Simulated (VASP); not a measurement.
Wanted: the native input for a VASP 6.6.1 run.

| Quantity | Value |
| --- | --- |
| Task | single point |
| Functional | PBEsol-based global hybrid with 25 % exact exchange |
| Potentials or basis | VASP PAW PBE potentials, release 64 (Sb, Ga_d) |
| Cutoff | 520 eV |
| k mesh | 5 × 5 × 5 |
| Occupations | fermi-dirac, width 0.05 eV |
| Spin | no spin polarisation |
| Dipole correction | no |
| Grid for exact exchange (PRECFOCK) | Normal |
| Share of exact exchange | 0.25 |
| Further INCAR settings | ALGO = Normal; EDIFF = 1e-07; NBANDS = 16 |

The system is GaSb.

```
Sb Ga
1.0
    -2.68590    2.68590    1.56018
     2.68590   -2.68590    1.56018
     2.68590    2.68590   -1.56018
Sb Ga
1 1
Direct
  0.00000 0.00000 0.00000
  0.75000 0.25000 0.50000
```

One way to write it, as run:

POSCAR

```
GaSb
1.0
   -2.6859009229      2.6859009229      1.5601845638
    2.6859009229     -2.6859009229      1.5601845638
    2.6859009229      2.6859009229     -1.5601845638
Sb Ga
1 1
Direct
    0.0000000000      0.0000000000      0.0000000000
    0.7500000000      0.2500000000      0.5000000000
```

INCAR.step1

```
SYSTEM = GaSb
PREC = Accurate ; ENCUT = 520
EDIFF = 1E-5 ; ISMEAR = -1
SIGMA = 0.05 ; LREAL = .FALSE.
LASPH = .TRUE. ; NELM = 80
ALGO = Normal ; ISIF = 2
LWAVE = .TRUE. ; LCHARG = .FALSE.
GGA = PE ; NBANDS = 16
```

INCAR.step2

```
SYSTEM = GaSb
PREC = Accurate ; ENCUT = 520
EDIFF = 1E-7 ; ISMEAR = -1
SIGMA = 0.05 ; LREAL = .FALSE.
LASPH = .TRUE. ; NELM = 80
ALGO = Normal ; ISIF = 2
LWAVE = .FALSE. ; LCHARG = .FALSE.
GGA = PS ; LHFCALC = .TRUE.
AEXX = 0.25 ; PRECFOCK = Normal
ISTART = 1 ; NBANDS = 16
```

KPOINTS

```
Automatic mesh
0
G
  5 5 5
  0 0 0
```

Potentials or basis: VASP PAW PBE potentials, release 64 (Sb, Ga_d).

Launch:

```bash
$ cat potpaw_PBE.64/Sb/POTCAR potpaw_PBE.64/Ga_d/POTCAR > POTCAR
$ cp INCAR.step1 INCAR
$ mpirun -np 1 vasp_std > vasp.out
$ cp INCAR.step2 INCAR
$ mpirun -np 1 vasp_std > vasp.out
```

It gave:

- Pressure: -0.4 GPa
- Band gap on the k mesh: zero (bands 9 and 10 overlap by 3.88 eV)

Caveat: the k points lie up to 0.47 Å⁻¹ apart, too coarse for converged energies and pressures of a metal; the PAW data sets were made with another functional, which shifts forces and pressure a little; spin-orbit coupling is left out, which moves the levels of the heavy elements.

Wall time 44 min on 1 thread of Intel(R) Xeon(R) Platinum 8375C CPU @ 2.90GHz (Ice Lake), with other jobs on the host, peak memory 0.2 GiB.
